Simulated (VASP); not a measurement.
# MoS2 in VASP: notebook

MoS2 is run at these levels: r2SCAN; tasks: single point.

Program: VASP 6.6.1. These are calculated values, not measurements. Logs are shortened: lines on timing, memory, paths and dates and some standing lists are left out, and cuts for length are marked.

### Step 1. The cell of the first run

The cell holds a slab with vacuum, 3 atoms: a = 3.171 Å, b = 3.171 Å, c = 16.586 Å, α = 90.00°, β = 90.00°, γ = 60.00°.

### Step 2. Single point, r2SCAN

Contents of POSCAR:

```
MoS2
1.0
    3.1709999953      0.0000000000      0.0000000000
    1.5854999930      2.7461665541      0.0000000000
    0.0000000000      0.0000000000     16.5862475025
Mo S
1 2
Direct
    0.0000000000      0.0000000000      0.3617454761
    0.6666666667      0.6666666667      0.4539151587
    1.0000000000      0.0000000000      0.6382545239
```

Contents of INCAR.step1:

```
ALGO = Normal ; DIPOL = 0.5 0.5 0.485
EDIFF = 1E-4 ; ENCUT = 520
GGA = PE ; IDIPOL = 3
ISMEAR = -1 ; LASPH = True
LCHARG = False ; LDIPOL = True
LREAL = False ; LWAVE = True
NBANDS = 20 ; NELM = 60
PREC = Accurate ; SIGMA = 0.1
```

Contents of INCAR.step2:

```
ALGO = Normal ; DIPOL = 0.5 0.5 0.485
EDIFF = 1E-6 ; ENCUT = 520
IDIPOL = 3 ; ISIF = 2
ISMEAR = -1 ; ISTART = 1
LASPH = True ; LCHARG = False
LDIPOL = True ; LMIXTAU = True
LREAL = False ; LWAVE = False
METAGGA = R2SCAN ; NBANDS = 20
NELM = 60 ; PREC = Accurate
SIGMA = 0.1
```

Contents of KPOINTS:

```
k-points
0
Gamma
  6 6 1
```

Potentials or basis: VASP PAW PBE potentials, release 64 (Mo_sv, S).

Started as:

```console
cat potpaw_PBE.64/Mo_sv/POTCAR potpaw_PBE.64/S/POTCAR > POTCAR
cp INCAR.step1 INCAR
mpirun -np 1 vasp_std > vasp.out
cp INCAR.step2 INCAR
mpirun -np 1 vasp_std > vasp.out
```

OUTCAR:

```text
EDIFF = 1E-6
   ENCUT = 520
   ISIF = 2
   ISMEAR = -1
   ISTART = 1
   LASPH = True
   LREAL = False
   METAGGA = R2SCAN
   NELM = 60
   PREC = Accurate

 ion  position               nearest neighbor table
   1  0.000  0.000  0.362-   2 2.39   2 2.39   2 2.39
   2  0.667  0.667  0.454-   1 2.39   1 2.39   1 2.39
   3  0.000  0.000  0.638-

  LATTYP: Found a hexagonal cell.
 ALAT       =     3.1709999954
 C/A-ratio  =     5.2306047073

  Lattice vectors:

 A1 = (  -1.5854999930,  -2.7461665541,   0.0000000000)
 A2 = (   3.1709999953,   0.0000000000,   0.0000000000)
 A3 = (   0.0000000000,   0.0000000000,  16.5862475025)

Analysis of symmetry for initial positions (statically):
=====================================================================
 Subroutine PRICEL returns:
 Original cell was already a primitive cell.

 Routine SETGRP: Setting up the symmetry group for a
 hexagonal supercell.

 Subroutine GETGRP returns: Found  6 space group operations
 (whereof  6 operations were pure point group operations)
 out of a pool of 24 trial point group operations.

The static configuration has the point symmetry C_3v.

Analysis of symmetry for dynamics (positions and initial velocities):
=====================================================================
 Subroutine PRICEL returns:
 Original cell was already a primitive cell.

 Routine SETGRP: Setting up the symmetry group for a
 hexagonal supercell.

 Subroutine GETGRP returns: Found  6 space group operations
 (whereof  6 operations were pure point group operations)
 out of a pool of 24 trial point group operations.

The dynamic configuration has the point symmetry C_3v.

 Subroutine INISYM returns: Found  6 space group operations
 (whereof  6 operations are pure point group operations),
 and found     1 'primitive' translations

----------------------------------------------------------------------------------------

                                     Primitive cell

  volume of cell :     144.4346

  direct lattice vectors                    reciprocal lattice vectors
     3.170999995  0.000000000  0.000000000     0.315357932 -0.182071986  0.000000000
     1.585499993  2.746166554  0.000000000     0.000000000  0.364143973  0.000000000
     0.000000000  0.000000000 16.586247503     0.000000000  0.000000000  0.060290913

  length of vectors
     3.170999995  3.170999995 16.586247503     0.364143973  0.364143973  0.060290913

  position of ions in fractional coordinates (direct lattice)
     0.000000000  0.000000000  0.361745476
     0.666666667  0.666666667  0.453915159
     0.000000000  0.000000000  0.638254524

  ion indices of the primitive-cell ions
   primitive index   ion index
                 1           1
                 2           2
                 3           3

----------------------------------------------------------------------------------------

 KPOINTS: k-points

Automatic generation of k-mesh.
 Grid dimensions read from file:
 generate k-points for:    6    6    1

 Generating k-lattice:

  Cartesian coordinates                     Fractional coordinates (reciprocal lattice)
     0.052559655 -0.030345331  0.000000000     0.166666667  0.000000000  0.000000000
     0.000000000  0.060690662  0.000000000     0.000000000  0.166666667  0.000000000
     0.000000000  0.000000000  0.060290913     0.000000000  0.000000000  1.000000000

  Length of vectors
     0.060690662  0.060690662  0.060290913

  Shift w.r.t. Gamma in fractional coordinates (k-lattice)
     0.000000000  0.000000000  0.000000000

 Subroutine IBZKPT returns following result:
 ===========================================

 Found      7 irreducible k-points:

 Following reciprocal coordinates:
            Coordinates               Weight
  0.000000  0.000000  0.000000      1.000000
  0.166667  0.000000  0.000000      6.000000
  0.333333  0.000000  0.000000      6.000000
  0.500000  0.000000  0.000000      3.000000
  0.333333  0.166667  0.000000      6.000000
  0.500000  0.166667  0.000000     12.000000
 -0.333333  0.333333  0.000000      2.000000
   k-points           NKPTS =      7   k-points in BZ     NKDIM =      7   number of bands    NBANDS=     20
   number of dos      NEDOS =    301   number of ions     NIONS =      3
   total plane-waves  NPLWV =  72576
   dimension x,y,z NGX =    24 NGY =   24 NGZ =  126
   dimension x,y,z NGXF=    48 NGYF=   48 NGZF=  252
   ions per type =               1   2
   NGX,Y,Z   is equivalent  to a cutoff of  12.58, 12.58, 12.63 a.u.
   NGXF,Y,Z  is equivalent  to a cutoff of  25.16, 25.16, 25.26 a.u.
 SYSTEM =  unknown system
   PREC   = accura    normal or accurate (medium, high low for compatibility)
   ISTART =      1    job   : 0-new  1-cont  2-samecut
   ICHARG =      0    charge: 1-file 2-atom 10-const
   ISPIN  =      1    spin polarized calculation?
   LNONCOLLINEAR =      F non collinear calculations
   LSORBIT =      F    spin-orbit coupling
   LASPH  =      T    aspherical Exc in radial PAW
   ENCUT  =  520.0 eV  38.22 Ry    6.18 a.u.   5.90  5.90 30.84*2*pi/ulx,y,z
   NELM   =     60;   NELMIN=  2; NELMDL=  0     # of ELM steps
   EDIFF  = 0.1E-05   stopping-criterion for ELM
   LREAL  =      F    real-space projection
   EDIFFG = 0.1E-04   stopping-criterion for IOM
   NSW    =      0    number of steps for IOM
   IBRION =     -1    ionic relax: 0-MD 1-quasi-New 2-CG
   NFREE  =      0    steps in history (QN), initial steepest desc. (CG)
   ISIF   =      2    stress and relaxation
   ISYM   =      2    0-nonsym 1-usesym 2-fastsym
   POTIM  = 0.5000    time-step for ionic-motion
   TEBEG  =    0.0;   TEEND  =   0.0 temperature during run
   PSTRESS=    0.0 pullay stress
   NELECT =      26.0000    total number of electrons
   NUPDOWN=      -1.0000    fix difference up-down
   EMIN   =  10.00;   EMAX   =-10.00  energy-range for DOS
   EFERMI =   0.00;   METHOD = LEGACY
   ISMEAR =    -1;   SIGMA  =   0.10  broadening in eV -4-tet -1-fermi 0-gaus
   EFERMI_NEDOS =   21; number of points for ismear=-14 and -15
   IALGO  =     38    algorithm
   IMIX   =      4    mixing-type and parameters
     AMIX     =   0.40;   BMIX     =  1.00
     AMIX_MAG =   1.60;   BMIX_MAG =  1.00
  volume/ion in A,a.u.               =      48.14       324.90
  Fermi-wavevector in a.u.,A,eV,Ry     =   0.924362  1.746791 11.625437  0.854446
  Thomas-Fermi vector in A             =   2.050100
   LORBIT       =      0    0 simple, 1 ext, 2 COOP (PROOUT), +10 PAW based schemes
   METAGGA = R2SCAN    functional components
   LHFCALC =     F    Hartree Fock is set to
   AEXX    =    0.0000 exact exchange contribution
   IVDW    =     0    specifies the selected vdW correction
   LEPSILON=     F    determine dielectric tensor
   LRPA    =     F    only Hartree local field effects (RPA)
 non-spin polarized calculation
  energy-cutoff  :      520.00
  volume of cell :      144.43
 maximum number of plane-waves:      3905
   NGX = 11   NGY = 11   NGZ = 61

 number of electron      26.0000000 magnetization

 dipolmoment           0.000000      0.000000      0.144375 electrons x Angstroem

 Free energy of the ion-electron system (eV)
  ---------------------------------------------------
  ext. energy  EPLUGINS =         0.00000000
  ---------------------------------------------------
  free energy    TOTEN  =       -39.43186685 eV

  energy without entropy =      -39.32602754  energy(sigma->0) =      -39.37894719

 E-fermi :  -1.0432     XC(G=0):  -5.4837

 val. band max:       -1.2011403002   @ k =   0.5000   0.1667   0.0000
 cond. band min:      -0.9825235871   @ k =  -0.3333   0.3333   0.0000
 fundamental gap:      0.2186167130
 Fermi energy:        -1.0432116774

 k-point     1 :       0.0000    0.0000    0.0000
  band No.  band energies     occupation
      1     -64.1018      2.00000
      2     -37.5258      2.00000
      3     -37.2379      2.00000
      4     -37.2379      2.00000
      5     -15.7486      2.00000
      6     -13.7575      2.00000
[... 12 lines left out ...]
     19       3.5072      0.00000
     20       5.6747      0.00000

 k-point     2 :       0.1667    0.0000    0.0000
  band No.  band energies     occupation
      1     -64.0915      2.00000
      2     -37.5098      2.00000
      3     -37.3344      2.00000
      4     -37.2605      2.00000
      5     -15.4447      2.00000
      6     -13.4243      2.00000
[... 12 lines left out ...]
     19       4.1170      0.00000
     20       6.2943      0.00000

 k-point     3 :       0.3333    0.0000    0.0000
  band No.  band energies     occupation
      1     -64.0707      2.00000
      2     -37.5299      2.00000
      3     -37.4713      2.00000
      4     -37.3054      2.00000
      5     -14.7552      2.00000
      6     -12.6154      2.00000
[... 12 lines left out ...]
     19       5.6822      0.00000
     20       7.1235      0.00000

 k-point     4 :       0.5000    0.0000    0.0000
  band No.  band energies     occupation
      1     -64.0603      2.00000
      2     -37.6203      2.00000
      3     -37.4574      2.00000
      4     -37.3276      2.00000
      5     -14.3479      2.00000
      6     -12.0929      2.00000
[... 12 lines left out ...]
     19       5.4607      0.00000
     20       6.6499      0.00000

 k-point     5 :       0.3333    0.1667    0.0000
  band No.  band energies     occupation
      1     -64.0759      2.00000
      2     -37.4911      2.00000
      3     -37.4532      2.00000
      4     -37.3128      2.00000
      5     -14.9417      2.00000
      6     -12.8443      2.00000
[... 12 lines left out ...]
     19       5.2537      0.00000
     20       7.3122      0.00000

 k-point     6 :       0.5000    0.1667    0.0000
  band No.  band energies     occupation
      1     -64.0603      2.00000
      2     -37.5725      2.00000
      3     -37.4572      2.00000
      4     -37.3776      2.00000
      5     -14.3555      2.00000
      6     -12.1139      2.00000
[... 12 lines left out ...]
     19       6.6086      0.00000
     20       7.1808      0.00000

 k-point     7 :      -0.3333    0.3333    0.0000
  band No.  band energies     occupation
      1     -64.0551      2.00000
      2     -37.5183      2.00000
      3     -37.4911      2.00000
      4     -37.4491      2.00000
      5     -14.1406      2.00000
      6     -11.8374      2.00000
[... 12 lines left out ...]
     19       5.8198      0.00000
     20       7.5158      0.00000

------------------------ aborting loop because EDIFF is reached ----------------------------------------

 vacuum level on the upper side and lower side of the slab       (xc-potential included)         1.443        -1.570

  FORCE on cell =-STRESS in cart. coord.  units (eV):
  Direction    XX          YY          ZZ          XY          YZ          ZX
  --------------------------------------------------------------------------------------
  -------------------------------------------------------------------------------------
  Total       -7.4243263     -7.4243264     -1.1675143      0.0000000     -0.0000000      0.0000000
  in kB      -82.3562151    -82.3562153    -12.9509478      0.0000001     -0.0000000      0.0000000
  external PRESSURE =     -59.2211261 kB  Pullay stress =       0.0000000 kB

 VOLUME and BASIS-vectors are now :
 -----------------------------------------------------------------------------
  energy-cutoff  :      520.00
  volume of cell :      144.43
      direct lattice vectors                 reciprocal lattice vectors
     3.170999995  0.000000000  0.000000000     0.315357932 -0.182071986  0.000000000
     1.585499993  2.746166554  0.000000000     0.000000000  0.364143973  0.000000000
     0.000000000  0.000000000 16.586247503     0.000000000  0.000000000  0.060290913

 POSITION                                       TOTAL-FORCE (eV/Angst)
 -----------------------------------------------------------------------------------
      0.00000      0.00000      6.00000        -0.000000     -0.000000      0.713113
      3.17100      1.83078      7.52875         0.000000      0.000000     -0.690151
      0.00000      0.00000     10.58625        -0.000000     -0.000000     -0.022961
 -----------------------------------------------------------------------------------
    total drift:                               -0.000000     -0.000000      0.000050

  FREE ENERGIE OF THE ION-ELECTRON SYSTEM (eV)
  ---------------------------------------------------
  free  energy   TOTEN  =       -39.4318668463 eV

  energy  without entropy=      -39.3260275379  energy(sigma->0) =      -39.37894719

 vacuum level on the upper side and lower side of the slab         6.288         3.209
```

Run time: 58 s. Hardware: 1 thread of Intel Xeon 6975P-C (Granite Rapids), shared host; peak memory 0.28 GiB.

What came out:

* Free energy: -39.4319 eV
* Largest force: 0.713 eV/Å
* Band gap on the k mesh: zero (band 13 reaches -0.81 eV, above the bottom of band 14 at -1.20 eV)

Forces on the atoms (eV/Å):
```
Mo   0.000  0.000  0.713
S    0.000  0.000 -0.690
S    0.000  0.000 -0.023
```

Caveat: the k points lie up to 0.38 Å⁻¹ apart; the PAW data sets were made with another functional, which shifts forces and pressure a little.

### Step 3. Single point, r2SCAN

This run uses another cell than the first one: it holds 6 atoms, not 3.

Contents of POSCAR:

```
MoS2
1.0
    3.1709999953      0.0000000000      0.0000000000
    1.5854999930      2.7461665541      0.0000000000
    0.0000000000      0.0000000000     22.7012441725
Mo S
2 4
Direct
    0.0000000000      0.0000000000      0.2643026944
    0.6666666667      0.6666666667      0.5336710437
    0.6666666667      0.6666666667      0.3316447817
    1.0000000000      0.0000000000      0.4663289563
    0.3333333333      0.3333333333      0.6010131310
    0.6666666667      0.6666666667      0.7356973056
```

Contents of INCAR.step1:

```
SYSTEM = MoS2
PREC = Accurate ; ENCUT = 520
ISMEAR = -1 ; SIGMA = 0.1
LREAL = .FALSE. ; LASPH = .TRUE.
NELM = 100 ; LDIPOL = .TRUE.
IDIPOL = 3 ; DIPOL = 0.5 0.5 0.489
NBANDS = 35 ; GGA = PE
ALGO = Normal ; EDIFF = 1E-4
LWAVE = .TRUE. ; LCHARG = .FALSE.
```

Contents of INCAR.step2:

```
SYSTEM = MoS2
PREC = Accurate ; ENCUT = 520
EDIFF = 1E-7 ; ISMEAR = -1
SIGMA = 0.1 ; LREAL = .FALSE.
LASPH = .TRUE. ; NELM = 100
ALGO = Normal ; ISIF = 2
LWAVE = .FALSE. ; LCHARG = .TRUE.
LDIPOL = .TRUE. ; IDIPOL = 3
DIPOL = 0.5 0.5 0.489 ; METAGGA = R2SCAN
LMIXTAU = .TRUE. ; LELF = .TRUE.
LVHAR = .TRUE. ; LVACPOTAV = .TRUE.
NBANDS = 35 ; ISTART = 1
```

Contents of KPOINTS:

```
regular mesh
0
G
  6 6 1
  0 0 0
```

Potentials or basis: VASP PAW PBE potentials, release 64 (Mo_sv, S).

Started as:

```console
cat potpaw_PBE.64/Mo_sv/POTCAR potpaw_PBE.64/S/POTCAR > POTCAR
cp INCAR.step1 INCAR
mpirun -np 1 vasp_std > vasp.out
cp INCAR.step2 INCAR
mpirun -np 1 vasp_std > vasp.out
```

Wall time 5.8 min (1 thread of Intel Xeon 6975P-C (Granite Rapids), shared host); peak memory 0.37 GiB.

Results (log left out):

```yaml
Free_energy: -83.6048 eV
Largest_force: 0.823 eV/Å
Band_gap_on_the_k_mesh: zero (band 26 reaches 1.44 eV, above the bottom of band 27 at 1.15 eV)
```

Forces in eV/Å, atoms in the order of the input:
```
Mo   0.000  0.000  0.687
Mo   0.000  0.000 -0.027
S    0.000  0.000 -0.756
S    0.000  0.000 -0.697
S    0.000  0.000  0.823
S    0.000  0.000 -0.030
```

Levels at points of the mesh, in eV from the Fermi level:
```
           k point  band 23  band 24  band 25  band 26  band 27  band 28  band 29  band 30
(0.00, 0.00, 0.00)    -0.54    -0.42    -0.09    -0.09     0.09     0.09     0.22     2.03
(0.50, 0.00, 0.00)    -1.56    -1.54    -0.17    -0.05     0.77     1.40     1.45     2.11
```

Caveat: the k points lie up to 0.38 Å⁻¹ apart; the PAW data sets were made with another functional, which shifts forces and pressure a little.
